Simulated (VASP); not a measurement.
# CO2 in VASP: notebook

Runs on CO2. Level: PBE+D3(BJ). Tasks: single point.

Program: VASP 6.6.1. These are calculated values, not measurements. Logs are shortened: lines on timing, memory, paths and dates and some standing lists are left out, and cuts for length are marked.

## Step 1: The cell of the first run

The cell holds a disordered packing, 24 atoms: a = 8.821 Å, b = 8.821 Å, c = 8.821 Å, α = 90.00°, β = 90.00°, γ = 90.00°.

## Step 2: Single point, PBE+D3(BJ)

Contents of INCAR:

```
SYSTEM = CO2
PREC = Accurate
ENCUT = 520
EDIFF = 1E-7
ISMEAR = -1
SIGMA = 0.02
LREAL = Auto
LASPH = .TRUE.
NELM = 100
ALGO = Normal
ISIF = 2
LWAVE = .FALSE.
LCHARG = .FALSE.
GGA = PE
IVDW = 12
NBANDS = 82
```

Contents of KPOINTS:

```
Automatic mesh
0
G
  1 1 1
  0 0 0
```

Contents of POSCAR:

```
CO2
1.0
    8.8211610000      0.0000000000      0.0000000000
    0.0000000000      8.8211610000      0.0000000000
    0.0000000000      0.0000000000      8.8211610000
C O
8 16
Direct
    0.1295395143      0.9918691211      0.8827589925
   -0.0265838981      0.6206426803      0.7889383022
    0.7584833012      0.2807630264      0.6848692839
    0.4215712383      0.0660311383      0.6099336597
    0.4612645129      0.8136049450      0.0867161890
    0.0381156472      0.0361852064      0.3637675728
    0.7023028449      0.1692854435      0.1152489896
    0.3314604352      0.5406704377      0.5453645819
    0.1221129343      1.0624831336      0.9945029204
    0.1378588085      0.9220988816      0.7699068946
   -0.0360596681      0.6470369301      0.9186140815
   -0.0167917617      0.5934139980      0.6593879431
    0.6955122755      0.3868415582      0.7339676271
    0.8209380087      0.1748741337      0.6350393708
    0.4655121015      0.0742004530      0.7351204999
    0.3785598315      0.0583733066      0.4850381079
    0.3319273463      0.7877187446      0.1009705836
    0.5906208971      0.8392492292      0.0712874488
    0.0305307699     -0.0937948505      0.3885597121
    0.0444866563      0.1663731912      0.3387792300
    0.6235344602      0.1765103383      0.2217333494
    0.7810478663      0.1624108836      0.0088018836
    0.3587866475      0.6563897122      0.4865882820
    0.3052392303      0.4249684578      0.6049183935
```

Potentials or basis: VASP PAW PBE potentials, release 64 (C, O).

Command:

```console
$ cat potpaw_PBE.64/C/POTCAR potpaw_PBE.64/O/POTCAR > POTCAR
$ mpirun -np 1 vasp_gam > vasp.out
```

OUTCAR:

```text
SYSTEM = CO2
   PREC = Accurate
   ENCUT = 520
   EDIFF = 1E-7
   ISMEAR = -1
   LREAL = Auto
   LASPH = .TRUE.
   NELM = 100
   ISIF = 2
   GGA = PE
   IVDW = 12
 IVDW          = 12

 ion  position               nearest neighbor table
   1  0.130  0.992  0.883-   9 1.17  10 1.17
   2  0.973  0.621  0.789-  11 1.17  12 1.17
   3  0.758  0.281  0.685-  14 1.17  13 1.17
   4  0.422  0.066  0.610-  16 1.17  15 1.17
   5  0.461  0.814  0.087-  17 1.17  18 1.17
   6  0.038  0.036  0.364-  19 1.17  20 1.17
   7  0.702  0.169  0.115-  22 1.17  21 1.17
   8  0.331  0.541  0.545-  23 1.17  24 1.17
   9  0.122  0.062  0.995-   1 1.17
  10  0.138  0.922  0.770-   1 1.17
  11  0.964  0.647  0.919-   2 1.17
  12  0.983  0.593  0.659-   2 1.17
  13  0.696  0.387  0.734-   3 1.17
  14  0.821  0.175  0.635-   3 1.17
[... 8 lines left out ...]
  23  0.359  0.656  0.487-   8 1.17
  24  0.305  0.425  0.605-   8 1.17

  LATTYP: Found a simple cubic cell.
 ALAT       =     8.8211610000

  Lattice vectors:

 A1 = (   8.8211610000,   0.0000000000,   0.0000000000)
 A2 = (   0.0000000000,   8.8211610000,   0.0000000000)
 A3 = (   0.0000000000,   0.0000000000,   8.8211610000)

Analysis of symmetry for initial positions (statically):
=====================================================================
 Subroutine PRICEL returns:
 Original cell was already a primitive cell.

 Routine SETGRP: Setting up the symmetry group for a
 simple cubic supercell.

 Subroutine GETGRP returns: Found  1 space group operations
 (whereof  1 operations were pure point group operations)
 out of a pool of 48 trial point group operations.

The static configuration has the point symmetry C_1 .

Analysis of symmetry for dynamics (positions and initial velocities):
=====================================================================
 Subroutine PRICEL returns:
 Original cell was already a primitive cell.

 Routine SETGRP: Setting up the symmetry group for a
 simple cubic supercell.

 Subroutine GETGRP returns: Found  1 space group operations
 (whereof  1 operations were pure point group operations)
 out of a pool of 48 trial point group operations.

The dynamic configuration has the point symmetry C_1 .

 Subroutine INISYM returns: Found  1 space group operations
 (whereof  1 operations are pure point group operations),
 and found     1 'primitive' translations

----------------------------------------------------------------------------------------

                                     Primitive cell

  volume of cell :     686.4000

  direct lattice vectors                    reciprocal lattice vectors
     8.821161000  0.000000000  0.000000000     0.113363762  0.000000000  0.000000000
     0.000000000  8.821161000  0.000000000     0.000000000  0.113363762  0.000000000
     0.000000000  0.000000000  8.821161000     0.000000000  0.000000000  0.113363762

  length of vectors
     8.821161000  8.821161000  8.821161000     0.113363762  0.113363762  0.113363762

  position of ions in fractional coordinates (direct lattice)
     0.129539514  0.991869121  0.882758993
     0.973416102  0.620642680  0.788938302
     0.758483301  0.280763026  0.684869284
     0.421571238  0.066031138  0.609933660
     0.461264513  0.813604945  0.086716189
     0.038115647  0.036185206  0.363767573
[... 16 lines left out ...]
     0.358786647  0.656389712  0.486588282
     0.305239230  0.424968458  0.604918394

  ion indices of the primitive-cell ions
   primitive index   ion index
                 1           1
                 2           2
                 3           3
                 4           4
                 5           5
                 6           6
[... 16 lines left out ...]
                23          23
                24          24

----------------------------------------------------------------------------------------

 KPOINTS: Automatic mesh

Automatic generation of k-mesh.
 Grid dimensions read from file:
 generate k-points for:    1    1    1

 Generating k-lattice:

  Cartesian coordinates                     Fractional coordinates (reciprocal lattice)
     0.113363762  0.000000000  0.000000000     1.000000000  0.000000000  0.000000000
     0.000000000  0.113363762  0.000000000     0.000000000  1.000000000  0.000000000
     0.000000000  0.000000000  0.113363762     0.000000000  0.000000000  1.000000000

  Length of vectors
     0.113363762  0.113363762  0.113363762

  Shift w.r.t. Gamma in fractional coordinates (k-lattice)
     0.000000000  0.000000000  0.000000000

 Subroutine IBZKPT returns following result:
 ===========================================

 Found      1 irreducible k-points:

 Following reciprocal coordinates:
            Coordinates               Weight
  0.000000  0.000000  0.000000      1.000000
   k-points           NKPTS =      1   k-points in BZ     NKDIM =      1   number of bands    NBANDS=     82
   number of dos      NEDOS =    301   number of ions     NIONS =     24
   total plane-waves  NPLWV = 343000
   dimension x,y,z NGX =    70 NGY =   70 NGZ =   70
   dimension x,y,z NGXF=   140 NGYF=  140 NGZF=  140
   ions per type =               8  16
   NGX,Y,Z   is equivalent  to a cutoff of  13.19, 13.19, 13.19 a.u.
   NGXF,Y,Z  is equivalent  to a cutoff of  26.38, 26.38, 26.38 a.u.
 SYSTEM =  CO2
   PREC   = accura    normal or accurate (medium, high low for compatibility)
   ISTART =      0    job   : 0-new  1-cont  2-samecut
   ICHARG =      2    charge: 1-file 2-atom 10-const
   ISPIN  =      1    spin polarized calculation?
   LNONCOLLINEAR =      F non collinear calculations
   LSORBIT =      F    spin-orbit coupling
   LASPH  =      T    aspherical Exc in radial PAW
   ENCUT  =  520.0 eV  38.22 Ry    6.18 a.u.  16.40 16.40 16.40*2*pi/ulx,y,z
   NELM   =    100;   NELMIN=  2; NELMDL= -5     # of ELM steps
   EDIFF  = 0.1E-06   stopping-criterion for ELM
   LREAL  =      T    real-space projection
   EDIFFG = 0.1E-05   stopping-criterion for IOM
   NSW    =      0    number of steps for IOM
   IBRION =     -1    ionic relax: 0-MD 1-quasi-New 2-CG
   NFREE  =      0    steps in history (QN), initial steepest desc. (CG)
   ISIF   =      2    stress and relaxation
   ISYM   =      2    0-nonsym 1-usesym 2-fastsym
   POTIM  = 0.5000    time-step for ionic-motion
   TEBEG  =    0.0;   TEEND  =   0.0 temperature during run
   PSTRESS=    0.0 pullay stress
   NELECT =     128.0000    total number of electrons
   NUPDOWN=      -1.0000    fix difference up-down
   EMIN   =  10.00;   EMAX   =-10.00  energy-range for DOS
   EFERMI =   0.00;   METHOD = LEGACY
   ISMEAR =    -1;   SIGMA  =   0.02  broadening in eV -4-tet -1-fermi 0-gaus
   EFERMI_NEDOS =   21; number of points for ismear=-14 and -15
   IALGO  =     38    algorithm
   IMIX   =      4    mixing-type and parameters
     AMIX     =   0.40;   BMIX     =  1.00
     AMIX_MAG =   1.60;   BMIX_MAG =  1.00
  volume/ion in A,a.u.               =      28.60       193.00
  Fermi-wavevector in a.u.,A,eV,Ry     =   0.935303  1.767467 11.902268  0.874792
  Thomas-Fermi vector in A             =   2.062197
   LORBIT       =      0    0 simple, 1 ext, 2 COOP (PROOUT), +10 PAW based schemes
   GGA     = PE    functional components
   LHFCALC =     F    Hartree Fock is set to
   AEXX    =    0.0000 exact exchange contribution
   IVDW    =    12    specifies the selected vdW correction
   LEPSILON=     F    determine dielectric tensor
   LRPA    =     F    only Hartree local field effects (RPA)
 non-spin polarized calculation
  energy-cutoff  :      520.00
  volume of cell :      686.40
 maximum number of plane-waves:      9307
 NGX is ok and might be reduce to    70
   NGX = 33   NGY = 33   NGZ = 33

 number of electron     127.9999999 magnetization

 Free energy of the ion-electron system (eV)
  ---------------------------------------------------
  ext. energy  EPLUGINS =         0.00000000
  ---------------------------------------------------
  free energy    TOTEN  =      -184.02005128 eV

  energy without entropy =     -184.02005128  energy(sigma->0) =     -184.02005128

 E-fermi :  -5.5112     XC(G=0):  -5.1723

 val. band max:       -6.0436609855   @ k =   0.0000   0.0000   0.0000
 cond. band min:       0.2711132704   @ k =   0.0000   0.0000   0.0000
 fundamental gap:      6.3147742559
 Fermi energy:        -5.5111958207

 k-point     1 :       0.0000    0.0000    0.0000
  band No.  band energies     occupation
      1     -26.7358      2.00000
      2     -26.6927      2.00000
      3     -26.6891      2.00000
      4     -26.6649      2.00000
      5     -26.6327      2.00000
      6     -26.5980      2.00000
[... 68 lines left out ...]
     75       2.1167      0.00000
     76       2.1250      0.00000
 [bands above 76 left out]

------------------------ aborting loop because EDIFF is reached ----------------------------------------

 Edisp (eV)   -0.82966

 E8    (eV) :    -0.2076

  FORCE on cell =-STRESS in cart. coord.  units (eV):
  Direction    XX          YY          ZZ          XY          YZ          ZX
  --------------------------------------------------------------------------------------
  -------------------------------------------------------------------------------------
  Total       1.43547     2.82707     3.96590     0.09803     0.66560    -0.95882
  in kB       3.35064     6.59889     9.25709     0.22882     1.55363    -2.23806
  external pressure =        6.40 kB  Pullay stress =        0.00 kB

 VOLUME and BASIS-vectors are now :
 -----------------------------------------------------------------------------
  energy-cutoff  :      520.00
  volume of cell :      686.40
      direct lattice vectors                 reciprocal lattice vectors
     8.821161000  0.000000000  0.000000000     0.113363762  0.000000000  0.000000000
     0.000000000  8.821161000  0.000000000     0.000000000  0.113363762  0.000000000
     0.000000000  0.000000000  8.821161000     0.000000000  0.000000000  0.113363762

 POSITION                                       TOTAL-FORCE (eV/Angst)
 -----------------------------------------------------------------------------------
      1.14269      8.74944      7.78696        -0.002794      0.002682      0.001588
      8.58666      5.47479      6.95935        -0.003307      0.004912     -0.013556
      6.69070      2.47666      6.04134        -0.011097      0.003199      0.013428
      3.71875      0.58247      5.38032         0.002167      0.002979      0.046367
      4.06889      7.17694      0.76494         0.006963      0.001932      0.006403
      0.33622      0.31920      3.20885         0.014801      0.030399     -0.002872
[... 16 lines left out ...]
      3.16491      5.79012      4.29227         0.132865      0.530409     -0.272858
      2.69256      3.74872      5.33608        -0.110066     -0.573081      0.282343
 -----------------------------------------------------------------------------------
    total drift:                               -0.019889      0.028702     -0.006494

  FREE ENERGIE OF THE ION-ELECTRON SYSTEM (eV)
  ---------------------------------------------------
  free  energy   TOTEN  =      -184.8497117138 eV

  energy  without entropy=     -184.8497117137  energy(sigma->0) =     -184.84971171
```

Run time: 2.2 min. Hardware: 1 thread of AMD EPYC 7R13 (Zen 3), shared host; peak memory 0.59 GiB.

Results:

```
Free energy                : -184.8497 eV
Pressure                   : 0.6 GPa
Largest force              : 0.704 eV/Å
Dispersion energy per atom : -0.035 eV
```

Forces in eV/Å, atoms in the order of the input:
```
C   -0.003  0.003  0.002
C   -0.003  0.005 -0.014
C   -0.011  0.003  0.013
C    0.002  0.003  0.046
C    0.007  0.002  0.006
C    0.015  0.030 -0.003
C   -0.012  0.007  0.022
C   -0.001  0.018 -0.008
O   -0.035  0.338  0.533
O    0.034 -0.316 -0.515
O   -0.068  0.131  0.593
O    0.065 -0.136 -0.589
O   -0.271  0.457  0.195
O    0.288 -0.471 -0.209
O    0.207  0.035  0.604
O   -0.236 -0.057 -0.661
O   -0.587 -0.125  0.041
O    0.580  0.124 -0.048
O   -0.031 -0.680  0.127
O    0.015  0.657 -0.122
O   -0.366  0.045  0.527
O    0.386 -0.032 -0.550
O    0.133  0.530 -0.273
O   -0.110 -0.573  0.282
```

Levels at points of the mesh, in eV from the Fermi level:
| k point | band 62 | band 63 | band 64 | band 65 | band 66 | band 67 |
| --- | --- | --- | --- | --- | --- | --- |
| (0.00, 0.00, 0.00) | -0.81 | -0.56 | -0.53 | 5.78 | 7.26 | 7.32 |

Caveat: the k points lie up to 0.71 Å⁻¹ apart.

[end of part 1 of 2]
